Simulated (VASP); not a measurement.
Here is a VASP 6.6.1 calculation.

INCAR

```
SYSTEM = Mo
PREC     = Accurate       ! precision mode
ENCUT    = 600            ! plane-wave cutoff, eV
EDIFF    = 1E-6           ! SCF threshold, eV
ISMEAR   = 0              ! smearing method
SIGMA    = 0.1            ! smearing width, eV
LREAL    = .False.        ! projectors in reciprocal space
LASPH    = .True.         ! aspherical terms in the spheres
NELM     = 60             ! most SCF steps
ALGO     = Normal         ! electronic algorithm
ISIF     = 3              ! what is computed and relaxed
LWAVE    = .False.        ! write WAVECAR
LCHARG   = .False.        ! write CHGCAR
GGA      = PS             ! functional
IBRION   = 2              ! ionic algorithm
NSW      = 100            ! ionic steps
EDIFFG   = -0.005         ! ionic threshold
```

The input KPOINTS:

```
Automatic mesh
0
Gamma
  18 18 18
  0 0 0
```

File POSCAR:

```
Mo
1.0
   -1.5658765992      1.5658765992      1.5658765992
    1.5658765992     -1.5658765992      1.5658765992
    1.5658765992      1.5658765992     -1.5658765992
Mo
1
Direct
    0.0000000000      0.0000000000      0.0000000000
```

Potentials or basis: VASP PAW PBE potentials, release 64 (Mo_sv).

Command:

```bash
$ cat potpaw_PBE.64/Mo_sv/POTCAR > POTCAR
$ mpirun -np 1 vasp_std > vasp.out
```

(1) What does it give for the band gap on the k mesh?

(2) What does it give for the relaxed cell?

(3) Predict the space group after relaxing (to 0.1 Å).

Answers

(1) zero (bands 7 and 8 overlap by 5.52 eV).

(2) a = 2.712 Å, b = 2.712 Å, c = 2.712 Å, α = 109.47°, β = 109.47°, γ = 109.47°.

(3) Im-3m (No. 229).
